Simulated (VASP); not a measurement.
Write the native input for VASP 6.6.1 that does the following.

* Task: relaxation of cell and atoms
* Functional: PBEsol
* Potentials or basis: VASP PAW PBE potentials, release 64 (Ti_sv, C)
* Cutoff: 600 eV
* k mesh: 18 × 18 × 18
* Occupations: fermi-dirac, width 0.15 eV
* Spin: no spin polarisation
* Target pressure: 35 GPa
* Dipole correction: no
* Further INCAR settings: ALGO = Normal; EDIFF = 1e-07; IBRION = 2; EDIFFG = -0.001; NSW = 80; ISIF = 3

The structure of TiC lies in POSCAR:

```
TiC
1.0
    0.0000000000      2.1044346017      2.1044346017
    2.1044346017      0.0000000000      2.1044346017
    2.1044346017      2.1044346017      0.0000000000
Ti C
1 1
Direct
    0.0000000000      0.0000000000      0.0000000000
    0.5000000000      0.5000000000      0.5000000000
```

These files were run (other wordings do the same):

INCAR

```
SYSTEM = TiC
PREC = Accurate
ENCUT = 600
EDIFF = 1E-7
ISMEAR = -1
SIGMA = 0.15
LREAL = .False.
LASPH = .True.
NELM = 80
ALGO = Normal
ISIF = 3
LWAVE = .False.
LCHARG = .False.
GGA = PS
IBRION = 2
NSW = 80
EDIFFG = -0.001
PSTRESS = 350.0
```

KPOINTS

```
Automatic mesh
0
Gamma
  18 18 18
  0 0 0
```

Potentials or basis: VASP PAW PBE potentials, release 64 (Ti_sv, C).

Launch:

```sh
$ cat potpaw_PBE.64/Ti_sv/POTCAR potpaw_PBE.64/C/POTCAR > POTCAR
$ mpirun -np 1 vasp_std > vasp.out
```

Results of the run:

- Relaxed volume: 8.90 Å³/atom
- Relaxed cell: a = 2.930 Å, b = 2.930 Å, c = 2.930 Å, α = 60.00°, β = 60.00°, γ = 60.00°
- Space group after relaxing (to 0.1 Å): Fm-3m (No. 225)
- Energy change on relaxing (the run minimises the enthalpy): +69.2 meV/atom
- Ionic steps: 7
- Pressure after relaxing: 35.0 GPa
- Band gap on the k mesh: zero (bands 8 and 9 overlap by 1.11 eV)

Caveat: the cell is relaxed towards a set pressure, so the run minimises the enthalpy, not the energy; the PAW data sets were made with another functional, which shifts forces and pressure a little.

It took 6.6 min on 1 thread of Intel Xeon 8259CL, with other jobs on the host, peak memory 0.2 GiB.
